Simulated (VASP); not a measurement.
Si5NiO12, 18 atoms in the cell. The typed cell holds 18 atoms: a = 9.833 Å, b = 4.916 Å, c = 5.408 Å, α = 90.00°, β = 90.00°, γ = 120.00°. 

* Program: VASP 6.6.1
* Task: single point
* Functional: PBEsol
* Potentials or basis: VASP PAW PBE potentials, release 64 (Ni, Si, O)
* Cutoff: 520 eV
* k mesh: 4 × 4 × 3
* Occupations: gaussian, width 0.05 eV
* Spin: collinear spin, zero start
* Starting moments: [0.0, 0.0, 0.0, 0.0, 0.0, 0.0, 0.0, 0.0, 0.0, 0.0, 0.0, 0.0, 0.0, 0.0, 0.0, 0.0, 0.0, 0.0] μB
* Fixed moment: 0 μB
* Hubbard terms: Ni d U = 7.0 eV
* Dipole correction: no
* Further INCAR settings: LREAL = Auto; ALGO = Normal; EDIFF = 1e-07; NBANDS = 70

Potentials or basis: VASP PAW PBE potentials, release 64 (Ni, Si, O).

Run with:

```console
$ cat potpaw_PBE.64/Ni/POTCAR potpaw_PBE.64/Si/POTCAR potpaw_PBE.64/O/POTCAR > POTCAR
$ mpirun -np 4 vasp_std > vasp.out
```

Hardware: 4 MPI ranks on Oxide Virtual Turin-like Processor, on a shared host.

Q: Estimate the wall time of this run.

A: Run time: 27 min on 4 MPI ranks on Oxide Virtual Turin-like Processor (shared host), peak memory 0.79 GiB a rank. Counts: scf iterations 56, k points 26.
